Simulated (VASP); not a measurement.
Here is a VASP 6.6.1 calculation.

File INCAR:

```
ALGO     = Normal         # electronic algorithm
EDIFF    = 1E-7           # SCF threshold, eV
ENCUT    = 520            # plane-wave cutoff, eV
GGA      = CA             # functional
ISIF     = 2              # what is computed and relaxed
ISMEAR   = -1             # smearing method
LASPH    = T              # aspherical terms in the spheres
LCHARG   = F              # write CHGCAR
LREAL    = F              # projectors in reciprocal space
LWAVE    = F              # write WAVECAR
NBANDS   = 27             # bands
NELM     = 80             # most SCF steps
PREC     = Accurate       # precision mode
SIGMA    = 0.05           # smearing width, eV
```

KPOINTS

```
k-points
0
Gamma
  7 7 7
```

The input POSCAR:

```
KTaO3
1.0
    4.0407836503      0.0000000000      0.0000000000
    0.0000000000      4.0407836503      0.0000000000
    0.0000000000      0.0000000000      4.0407836503
Ta K O
1 1 3
Direct
    0.0000000000      0.0000000000      0.0000000000
    0.5000000000      0.5000000000      0.5000000000
    0.0000000000      0.0000000000      0.5000000000
    0.0000000000      0.5000000000      0.0000000000
    0.5000000000      0.0000000000      0.0000000000
```

Potentials or basis: VASP PAW LDA potentials, release 64 (Ta_pv, K_sv, O).

Launch:

```console
$ cat potpaw_LDA.64/Ta_pv/POTCAR potpaw_LDA.64/K_sv/POTCAR potpaw_LDA.64/O/POTCAR > POTCAR
$ mpirun -np 1 vasp_std > vasp.out
```

Problem. What does it give for the band gap on the k mesh?

Solution. 2.00 eV (least direct gap 2.58 eV).

Problem. Predict the pressure.

Solution. -11.5 GPa.

Caveat: the cell stands under tension; spin-orbit coupling is left out, which moves the levels of the heavy elements; an odd mesh through Γ misses points on the zone boundary, where band edges can lie. LDA gaps usually lie below the measured ones, often by a third to a half.
